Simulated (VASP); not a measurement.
Wanted: the native input for a VASP 6.6.1 run.

- Task: single point
- Functional: PBEsol
- Potentials or basis: VASP PAW PBE potentials, release 64 (B, N)
- Cutoff: 520 eV
- k mesh: 12 × 12 × 12
- Occupations: gaussian, width 0.01 eV
- Spin: no spin polarisation
- Dipole correction: no
- Further INCAR settings: ALGO = Normal; EDIFF = 1e-07; NBANDS = 11

The structure of BN lies in POSCAR:

```
BN
1.0
    0.0000000000      1.8012807301      1.8012807301
    1.8012807301      0.0000000000      1.8012807301
    1.8012807301      1.8012807301      0.0000000000
B N
1 1
Direct
    0.0000000000      0.0000000000      0.0000000000
    0.7500000000      0.7500000000      0.7500000000
```

The input as run:

INCAR

```
PREC = Accurate
ENCUT = 520
EDIFF = 1E-7
ISMEAR = 0
SIGMA = 0.01
LREAL = F
LASPH = T
NELM = 60
ALGO = Normal
ISIF = 2
LWAVE = F
LCHARG = T
GGA = PS
LELF = T
LVHAR = T
NBANDS = 11
```

KPOINTS

```
regular mesh
0
Gamma
  12 12 12
```

Potentials or basis: VASP PAW PBE potentials, release 64 (B, N).

Launch:

```console
$ cat potpaw_PBE.64/B/POTCAR potpaw_PBE.64/N/POTCAR > POTCAR
$ mpirun -np 1 vasp_std > vasp.out
```

Results of the run:

```yaml
Pressure: 1.6 GPa
Band_gap_on_the_k_mesh: 4.29 eV, indirect (least direct gap 8.81 eV)
```

Caveat: the PAW data sets were made with another functional, which shifts forces and pressure a little.

Run time: 7.5 s on 1 thread of Intel Xeon 6975P-C, with other jobs on the host, peak memory 0.12 GiB.
